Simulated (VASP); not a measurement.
# Ta (I4/mmm) in VASP: further runs, part 2 of 2

VASP 6.6.1. Earlier steps stand in the parts before.

### Step 4. Single point, PBEsol (16.24 Å³/atom)

This run uses another cell than the first one, of 16.24 Å³/atom.

INCAR

```
SYSTEM = Ta
PREC = Accurate
ENCUT = 520
EDIFF = 1E-6
ISMEAR = 0
SIGMA = 0.15
LREAL = .False.
LASPH = .True.
NELM = 80
ALGO = Fast
ISIF = 2
LWAVE = .False.
LCHARG = .False.
GGA = PS
NBANDS = 12
```

KPOINTS

```
Automatic mesh
0
Gamma
  22 22 22
  0 0 0
```

POSCAR

```
Ta
1.0
   -1.4439766890      1.4439766890      1.9470581675
    1.4439766890     -1.4439766890      1.9470581675
    1.4439766890      1.4439766890     -1.9470581675
Ta
1
Direct
    0.0000000000      0.0000000000      0.0000000000
```

Potentials or basis: VASP PAW PBE potentials, release 64 (Ta_pv).

Command:

```console
$ cat potpaw_PBE.64/Ta_pv/POTCAR > POTCAR
$ mpirun -np 1 vasp_std > vasp.out
```

OUTCAR:

```text
SYSTEM = Ta
   PREC = Accurate
   ENCUT = 520
   EDIFF = 1E-6
   ISMEAR = 0
   LREAL = .False.
   LASPH = .True.
   NELM = 80
   ISIF = 2
   GGA = PS

 ion  position               nearest neighbor table
   1  0.000  0.000  0.000-

  LATTYP: Found a body centered tetragonal cell.
 ALAT       =     2.8879533780
 C/A-ratio  =     1.3484000000

  Lattice vectors:

 A1 = (  -1.4439766890,   1.4439766890,   1.9470581675)
 A2 = (   1.4439766890,  -1.4439766890,   1.9470581675)
 A3 = (   1.4439766890,   1.4439766890,  -1.9470581675)

Analysis of symmetry for initial positions (statically):
=====================================================================
 Subroutine PRICEL returns:
 Original cell was already a primitive cell.

 Routine SETGRP: Setting up the symmetry group for a
 body centered tetragonal supercell.

 Subroutine GETGRP returns: Found 16 space group operations
 (whereof 16 operations were pure point group operations)
 out of a pool of 16 trial point group operations.

The static configuration has the point symmetry D_4h.

Analysis of symmetry for dynamics (positions and initial velocities):
=====================================================================
 Subroutine PRICEL returns:
 Original cell was already a primitive cell.

 Routine SETGRP: Setting up the symmetry group for a
 body centered tetragonal supercell.

 Subroutine GETGRP returns: Found 16 space group operations
 (whereof 16 operations were pure point group operations)
 out of a pool of 16 trial point group operations.

The dynamic configuration has the point symmetry D_4h.

 Subroutine INISYM returns: Found 16 space group operations
 (whereof 16 operations are pure point group operations),
 and found     1 'primitive' translations

----------------------------------------------------------------------------------------

                                     Primitive cell

  volume of cell :      16.2390

  direct lattice vectors                    reciprocal lattice vectors
    -1.443976689  1.443976689  1.947058168     0.000000000  0.346265978  0.256797670
     1.443976689 -1.443976689  1.947058168     0.346265978  0.000000000  0.256797670
     1.443976689  1.443976689 -1.947058168     0.346265978  0.346265978  0.000000000

  length of vectors
     2.821555044  2.821555044  2.821555044     0.431097634  0.431097634  0.489694042

  position of ions in fractional coordinates (direct lattice)
     0.000000000  0.000000000  0.000000000

  ion indices of the primitive-cell ions
   primitive index   ion index
                 1           1

----------------------------------------------------------------------------------------

 KPOINTS: Automatic mesh

Automatic generation of k-mesh.
 Grid dimensions read from file:
 generate k-points for:   22   22   22

 Generating k-lattice:

  Cartesian coordinates                     Fractional coordinates (reciprocal lattice)
     0.000000000  0.015739363  0.011672621     0.045454545  0.000000000 -0.000000000
     0.015739363  0.000000000  0.011672621     0.000000000  0.045454545 -0.000000000
     0.015739363  0.015739363  0.000000000     0.000000000  0.000000000  0.045454545

  Length of vectors
     0.019595347  0.019595347  0.022258820

  Shift w.r.t. Gamma in fractional coordinates (k-lattice)
     0.000000000  0.000000000  0.000000000

 Subroutine IBZKPT returns following result:
 ===========================================

 Found    834 irreducible k-points:

 Following reciprocal coordinates:
            Coordinates               Weight
  0.000000  0.000000  0.000000      1.000000
  0.045455  0.000000  0.000000      8.000000
  0.090909  0.000000  0.000000      8.000000
  0.136364  0.000000 -0.000000      8.000000
  0.181818  0.000000 -0.000000      8.000000
  0.227273  0.000000 -0.000000      8.000000
[... 16 lines left out ...]
  0.500000  0.045455  0.000000     16.000000
 -0.454545  0.045455  0.000000     16.000000
 [... further k-points ...]
   k-points           NKPTS =    834   k-points in BZ     NKDIM =    834   number of bands    NBANDS=     12
   number of dos      NEDOS =    301   number of ions     NIONS =      1
   total plane-waves  NPLWV =  13824
   dimension x,y,z NGX =    24 NGY =   24 NGZ =   24
   dimension x,y,z NGXF=    48 NGYF=   48 NGZF=   48
   ions per type =               1
   NGX,Y,Z   is equivalent  to a cutoff of  14.14, 14.14, 14.14 a.u.
   NGXF,Y,Z  is equivalent  to a cutoff of  28.28, 28.28, 28.28 a.u.
 SYSTEM =  Ta
   PREC   = accura    normal or accurate (medium, high low for compatibility)
   ISTART =      0    job   : 0-new  1-cont  2-samecut
   ICHARG =      2    charge: 1-file 2-atom 10-const
   ISPIN  =      1    spin polarized calculation?
   LNONCOLLINEAR =      F non collinear calculations
   LSORBIT =      F    spin-orbit coupling
   LASPH  =      T    aspherical Exc in radial PAW
   ENCUT  =  520.0 eV  38.22 Ry    6.18 a.u.   5.25  5.25  5.25*2*pi/ulx,y,z
   NELM   =     80;   NELMIN=  2; NELMDL= -5     # of ELM steps
   EDIFF  = 0.1E-05   stopping-criterion for ELM
   LREAL  =      F    real-space projection
   EDIFFG = 0.1E-04   stopping-criterion for IOM
   NSW    =      0    number of steps for IOM
   IBRION =     -1    ionic relax: 0-MD 1-quasi-New 2-CG
   NFREE  =      0    steps in history (QN), initial steepest desc. (CG)
   ISIF   =      2    stress and relaxation
   ISYM   =      2    0-nonsym 1-usesym 2-fastsym
   POTIM  = 0.5000    time-step for ionic-motion
   TEBEG  =    0.0;   TEEND  =   0.0 temperature during run
   PSTRESS=    0.0 pullay stress
   NELECT =      11.0000    total number of electrons
   NUPDOWN=      -1.0000    fix difference up-down
   EMIN   =  10.00;   EMAX   =-10.00  energy-range for DOS
   EFERMI =   0.00;   METHOD = LEGACY
   ISMEAR =     0;   SIGMA  =   0.15  broadening in eV -4-tet -1-fermi 0-gaus
   EFERMI_NEDOS =   21; number of points for ismear=-14 and -15
   IALGO  =     68    algorithm
   IMIX   =      4    mixing-type and parameters
     AMIX     =   0.40;   BMIX     =  1.00
     AMIX_MAG =   1.60;   BMIX_MAG =  1.00
  volume/ion in A,a.u.               =      16.24       109.59
  Fermi-wavevector in a.u.,A,eV,Ry     =   1.437759  2.716970 28.125279  2.067150
  Thomas-Fermi vector in A             =   2.556801
   LORBIT       =      0    0 simple, 1 ext, 2 COOP (PROOUT), +10 PAW based schemes
   GGA     = PS    functional components
   LHFCALC =     F    Hartree Fock is set to
   AEXX    =    0.0000 exact exchange contribution
   IVDW    =     0    specifies the selected vdW correction
   LEPSILON=     F    determine dielectric tensor
   LRPA    =     F    only Hartree local field effects (RPA)
 non-spin polarized calculation
 RMM-DIIS sequential band-by-band and
 Gauss-broadening in eV      SIGMA  =   0.15
  energy-cutoff  :      520.00
  volume of cell :       16.24
 maximum number of plane-waves:       453
 NGX is ok and might be reduce to    24
   NGX = 11   NGY = 11   NGZ = 11

 number of electron      11.0000001 magnetization

 Free energy of the ion-electron system (eV)
  ---------------------------------------------------
  ext. energy  EPLUGINS =         0.00000000
  ---------------------------------------------------
  free energy    TOTEN  =       -12.15094268 eV

  energy without entropy =      -12.13864803  energy(sigma->0) =      -12.14479535

 E-fermi :   6.6116     XC(G=0): -13.2690

 val. band max:        6.6110534708   @ k =  -0.1818  -0.4091   0.0455
 cond. band min:       6.6119468378   @ k =  -0.2273  -0.4545   0.0455
 fundamental gap:      0.0008933670
 Fermi energy:         6.6115867939

 k-point     1 :       0.0000    0.0000    0.0000
  band No.  band energies     occupation
      1     -26.4181      2.00000
      2     -26.4138      2.00000
      3     -26.4138      2.00000
      4      -2.1252      2.00000
      5       6.7581      0.16709
      6       6.7581      0.16709
      7       7.4444      0.00000
      8      10.0782      0.00000
      9      11.0713      0.00000
     10      19.5808      0.00000
     11      21.1881      0.00000
     12      24.5192      0.00000
[... 331 lines left out ...]
 k-point    24 :      -0.4545    0.0455    0.0000
  band No.  band energies     occupation
      1     -27.9982      2.00000
      2     -26.6843      2.00000
      3     -26.5876      2.00000
      4       1.4196      2.00000
      5       6.2410      1.99952
      6       7.0791      0.00001
      7       7.5873      0.00000
      8      13.0510      0.00000
      9      13.4211      0.00000
     10      18.5089      0.00000
     11      20.2440      0.00000
     12      21.2268      0.00000

 [... further k-points ...]

------------------------ aborting loop because EDIFF is reached ----------------------------------------

  FORCE on cell =-STRESS in cart. coord.  units (eV):
  Direction    XX          YY          ZZ          XY          YZ          ZX
  --------------------------------------------------------------------------------------
  -------------------------------------------------------------------------------------
  Total        3.3023752      3.3023752      1.9639999      0.0000000      0.0000000      0.0000000
  in kB      325.8199817    325.8199817    193.7727800      0.0000000      0.0000000      0.0000000
  external PRESSURE =     281.8042478 kB  Pullay stress =       0.0000000 kB

 VOLUME and BASIS-vectors are now :
 -----------------------------------------------------------------------------
  energy-cutoff  :      520.00
  volume of cell :       16.24
      direct lattice vectors                 reciprocal lattice vectors
    -1.443976689  1.443976689  1.947058168     0.000000000  0.346265978  0.256797670
     1.443976689 -1.443976689  1.947058168     0.346265978  0.000000000  0.256797670
     1.443976689  1.443976689 -1.947058168     0.346265978  0.346265978  0.000000000

 POSITION                                       TOTAL-FORCE (eV/Angst)
 -----------------------------------------------------------------------------------
      0.00000      0.00000      0.00000        -0.000000     -0.000000      0.000000
 -----------------------------------------------------------------------------------
    total drift:                                0.000000      0.000000      0.000000

  FREE ENERGIE OF THE ION-ELECTRON SYSTEM (eV)
  ---------------------------------------------------
  free  energy   TOTEN  =       -12.1509426751 eV

  energy  without entropy=      -12.1386480337  energy(sigma->0) =      -12.14479535
```

It took 3.7 min on 1 thread of Intel Xeon 8259CL, shared host; peak memory 0.28 GiB.

What came out:

```
Free energy            : -12.1509 eV
Pressure               : 28.2 GPa
Band gap on the k mesh : zero (an odd number of electrons rules out a gap without spin polarisation)
```

Levels at points of the mesh, in eV from the Fermi level:
```tsv
k point	band 1	band 2	band 3	band 4	band 5	band 6	band 7	band 8	band 9	band 10
(0.00, 0.00, 0.00)	-33.03	-33.03	-33.03	-8.74	0.15	0.15	0.83	3.47	4.46	12.97
(0.50, 0.00, 0.00)	-34.68	-33.29	-33.19	-5.27	-0.34	0.47	1.32	6.62	7.14	12.23
(0.50, 0.50, 0.00)	-34.56	-33.65	-33.50	-5.31	-4.07	3.58	6.82	7.35	8.13	12.29
(0.50, 0.50, 0.50)	-34.56	-33.70	-33.70	-5.28	-4.24	4.55	6.84	7.76	7.76	12.01
```

Caveat: the stress differs along the axes, from 19 to 33 GPa; the PAW data sets were made with another functional, which shifts forces and pressure a little; spin-orbit coupling is left out, which moves the levels of the heavy elements.

### Step 5. Single point, PBEsol (16.24 Å³/atom)

This run uses another cell than the first one, of 16.24 Å³/atom.

INCAR

```
SYSTEM = Ta
PREC     = Accurate       ! precision mode
ENCUT    = 520            ! plane-wave cutoff, eV
EDIFF    = 1E-7           ! SCF threshold, eV
ISMEAR   = 0              ! smearing method
SIGMA    = 0.15           ! smearing width, eV
LREAL    = .FALSE.        ! projectors in reciprocal space
LASPH    = .TRUE.         ! aspherical terms in the spheres
NELM     = 100            ! most SCF steps
ALGO     = Fast           ! electronic algorithm
ISIF     = 2              ! what is computed and relaxed
LWAVE    = .FALSE.        ! write WAVECAR
LCHARG   = .FALSE.        ! write CHGCAR
GGA      = PS             ! functional
NBANDS   = 12             ! bands
```

KPOINTS

```
Automatic mesh
0
G
  22 22 22
  0 0 0
```

POSCAR

```
Ta
1.0
   -1.6767375479      1.6767375479      1.4440063762
    1.6767375479     -1.6767375479      1.4440063762
    1.6767375479      1.6767375479     -1.4440063762
Ta
1
Direct
    0.0000000000      0.0000000000      0.0000000000
```

Command:

```console
$ cat potpaw_PBE.64/Ta_pv/POTCAR > POTCAR
$ mpirun -np 1 vasp_std > vasp.out
```

It took 3.8 min on 1 thread of Intel Xeon 8259CL, shared host; peak memory 0.28 GiB.

It converged, with:

| Quantity | Value |
| --- | --- |
| Free energy | -12.3775 eV |
| Pressure | 23.4 GPa |
| Band gap on the k mesh | zero (an odd number of electrons rules out a gap without spin polarisation) |

Stress tensor (GPa, compression positive):
```
17.03  0.00  0.00
 0.00 17.03  0.00
 0.00  0.00 36.05
```

Levels at points of the mesh, in eV from the Fermi level:
```
           k point  band 3  band 4  band 5  band 6  band 7  band 8
(0.00, 0.00, 0.00)  -32.69   -8.46   -0.75    1.58    1.58    2.39
(0.50, 0.00, 0.00)  -32.91   -5.01   -2.65    2.55    3.98    7.12
(0.50, 0.50, 0.00)  -32.70   -5.05   -0.31    1.23    2.18    4.34
(0.50, 0.50, 0.50)  -33.49   -4.84   -4.40    7.46    7.46    8.12
```

Caveat: the stress differs along the axes, from 17 to 36 GPa; the PAW data sets were made with another functional, which shifts forces and pressure a little; spin-orbit coupling is left out, which moves the levels of the heavy elements.

### Step 6. Single point, PBEsol (16.24 Å³/atom)

This run uses another cell than the first one, of 16.24 Å³/atom.

INCAR

```
  ALGO = Fast
  EDIFF = 1E-7
  ENCUT = 520
  GGA = PS
  ISIF = 2
  ISMEAR = 0
  LASPH = T
  LCHARG = F
  LREAL = F
  LWAVE = F
  NBANDS = 12
  NELM = 60
  PREC = Accurate
  SIGMA = 0.15
```

KPOINTS

```
k-points
0
Gamma
  22 22 22
```

POSCAR

```
Ta
1.0
   -1.5177401433      1.5177401433      1.7623998544
    1.5177401433     -1.5177401433      1.7623998544
    1.5177401433      1.5177401433     -1.7623998544
Ta
1
Direct
    0.0000000000      0.0000000000      0.0000000000
```

Potentials or basis: VASP PAW PBE potentials, release 64 (Ta_pv).

Command:

```console
$ cat potpaw_PBE.64/Ta_pv/POTCAR > POTCAR
$ mpirun -np 1 vasp_std > vasp.out
```

Run time: 3.5 min. Hardware: 1 thread of Intel Xeon 8259CL, shared host; peak memory 0.27 GiB.

It converged, with:

* Free energy: -12.3611 eV
* Pressure: 23.4 GPa
* Band gap on the k mesh: zero (an odd number of electrons rules out a gap without spin polarisation)

Stress tensor (GPa, compression positive):
```
30.01  0.00  0.00
 0.00 30.01  0.00
 0.00  0.00 10.16
```

Levels at points of the mesh, in eV from the Fermi level:
| k point | band 1 | band 2 | band 3 | band 4 | band 5 | band 6 | band 7 | band 8 | band 9 | band 10 |
| --- | --- | --- | --- | --- | --- | --- | --- | --- | --- | --- |
| (0.00, 0.00, 0.00) | -32.73 | -32.72 | -32.72 | -8.44 | 0.19 | 0.19 | 2.11 | 2.68 | 5.22 | 13.91 |
| (0.50, 0.00, 0.00) | -34.39 | -33.14 | -32.76 | -4.99 | -1.15 | 1.73 | 2.40 | 5.94 | 8.26 | 12.58 |
| (0.50, 0.50, 0.00) | -34.31 | -33.36 | -32.91 | -5.02 | -3.18 | 2.91 | 6.02 | 6.44 | 8.94 | 12.23 |
| (0.50, 0.50, 0.50) | -34.14 | -33.65 | -33.65 | -4.84 | -4.30 | 7.07 | 7.23 | 7.88 | 7.88 | 10.89 |

Caveat: the stress differs along the axes, from 10 to 30 GPa; the PAW data sets were made with another functional, which shifts forces and pressure a little; spin-orbit coupling is left out, which moves the levels of the heavy elements.

### Step 7. The runs side by side

| cell | further INCAR settings | gap on the mesh (eV) | pressure (GPa) |
| --- | --- | --- | --- |
| a = 2.754 Å, angles 116.0, 116.0, 97.0°, 1 atom | ALGO = Fast; EDIFF = 1e-06; NBANDS = 12 | none | 39.9 |
| a = 2.726 Å, angles 111.6, 111.6, 105.4°, 1 atom | ALGO = Fast; EDIFF = 1e-06; NBANDS = 12 | none | 35.1 |
| a = 2.822 Å, angles 118.4, 118.4, 92.7°, 1 atom | ALGO = Fast; EDIFF = 1e-06; NBANDS = 12 | none | 28.2 |
| a = 2.776 Å, angles 105.7, 105.7, 117.3°, 1 atom | ALGO = Fast; EDIFF = 1e-07; NBANDS = 12 | none | 23.4 |
| a = 2.777 Å, angles 113.7, 113.7, 101.2°, 1 atom | ALGO = Fast; EDIFF = 1e-07; NBANDS = 12 | none | 23.4 |

Alike in all rows: task single point; level PBEsol; potentials or basis VASP PAW PBE potentials, release 64 (Ta_pv); no spin polarisation; k mesh 22 × 22 × 22; cutoff (eV) 520; smearing gaussian 0.15 eV.

Caveats: the PAW data sets were made with another functional, which shifts forces and pressure a little; spin-orbit coupling is left out, which moves the levels of the heavy elements; the stress differs along the axes, from 22 to 49 GPa (at least some runs); the stress differs along the axes, from 26 to 39 GPa (at least some runs); the stress differs along the axes, from 19 to 33 GPa (at least some runs); the stress differs along the axes, from 17 to 36 GPa (at least some runs); the stress differs along the axes, from 10 to 30 GPa (at least some runs).

Absolute energies hang on the potentials; compare differences alone.
